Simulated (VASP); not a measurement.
Set up this calculation in VASP 6.6.1, as the native input.

```
Task                   : single point
Functional             : PBE
Potentials or basis    : VASP PAW PBE potentials, release 64 (Mg, Cd, Se)
Cutoff                 : 520 eV
k mesh                 : 6 × 6 × 1
Occupations            : gaussian, width 0.1 eV
Spin                   : no spin polarisation
Dipole correction      : no
Further INCAR settings : ALGO = Normal; EDIFF = 1e-07; NBANDS = 56
```

The structure of MgCd2Se3 lies in POSCAR:

```
MgCd2Se3
1.0
    4.1338503400      0.0000000000      0.0000000000
   -2.0669251700      3.5800194100      0.0000000000
    0.0000000000      0.0000000000     20.2394698900
Mg Cd Se
2 4 6
Direct
    0.6666666700      0.3333333300      0.3333333300
    0.3333333300      0.6666666700      0.8333333300
    0.6666666700      0.3333333300      0.0000000000
    0.6666666700      0.3333333300      0.6666666700
    0.3333333300      0.6666666700      0.1666666700
    0.3333333300      0.6666666700      0.5000000000
    0.6666666700      0.3333333300      0.1250000000
    0.6666666700      0.3333333300      0.4583333300
    0.6666666700      0.3333333300      0.7916666700
    0.3333333300      0.6666666700      0.2916666700
    0.3333333300      0.6666666700      0.6250000000
    0.3333333300      0.6666666700      0.9583333300
```

The input as run:

INCAR

```
ALGO = Normal
EDIFF = 1E-7
ENCUT = 520
GGA = PE
ISIF = 2
ISMEAR = 0
LASPH = T
LCHARG = F
LREAL = F
LWAVE = F
NBANDS = 56
NELM = 80
PREC = Accurate
SIGMA = 0.1
```

KPOINTS

```
k-points
0
Gamma
  6 6 1
```

Potentials or basis: VASP PAW PBE potentials, release 64 (Mg, Cd, Se).

Run with:

```sh
$ cat potpaw_PBE.64/Mg/POTCAR potpaw_PBE.64/Cd/POTCAR potpaw_PBE.64/Se/POTCAR > POTCAR
$ mpirun -np 1 vasp_std > vasp.out
```

Results of the run:

* Pressure: 9.6 GPa
* Largest force: 0.805 eV/Å
* Band gap on the k mesh: 1.38 eV, direct

Wall time 2.5 min on 1 thread of Intel(R) Xeon(R) Platinum 8488C (Sapphire Rapids), on a shared host, peak memory 0.47 GiB.
